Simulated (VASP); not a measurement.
Set up this calculation in VASP 6.6.1, as the native input.

```
Task                   : single point
Functional             : PBE
Potentials or basis    : VASP PAW PBE potentials, release 64 (Mg, O)
Cutoff                 : 520 eV
k mesh                 : 9 × 9 × 4
Occupations            : gaussian, width 0.01 eV
Spin                   : no spin polarisation
Dipole correction      : no
Further INCAR settings : ALGO = Normal; EDIFF = 1e-06; NBANDS = 16
```

The structure of MgO lies in POSCAR:

```
MgO
1.0
    2.9230552965      0.0000000000      0.0000000000
   -1.4615276482      2.5314401434      0.0000000000
    0.0000000000      0.0000000000      5.0921016473
Mg O
2 2
Direct
    0.0000000000      0.0000000000      0.0000000000
    0.0000000000      0.0000000000      0.5000000000
    0.3333333333      0.6666666667      0.2500000000
    0.6666666667      0.3333333333      0.7500000000
```

The input as run:

INCAR

```
SYSTEM = MgO
PREC = Accurate
ENCUT = 520
EDIFF = 1E-6
ISMEAR = 0
SIGMA = 0.01
LREAL = .FALSE.
LASPH = .TRUE.
NELM = 60
ALGO = Normal
ISIF = 2
LWAVE = .FALSE.
LCHARG = .FALSE.
GGA = PE
NBANDS = 16
```

KPOINTS

```
regular mesh
0
G
  9 9 4
  0 0 0
```

Potentials or basis: VASP PAW PBE potentials, release 64 (Mg, O).

Run with:

```bash
$ cat potpaw_PBE.64/Mg/POTCAR potpaw_PBE.64/O/POTCAR > POTCAR
$ mpirun -np 1 vasp_std > vasp.out
```

It gave:

- Pressure: 5.0 GPa
- Band gap on the k mesh: 4.45 eV, direct

It took 12 s on 1 thread of Intel(R) Xeon(R) Platinum 8375C CPU @ 2.90GHz (Ice Lake), with other jobs on the host, peak memory 0.16 GiB.
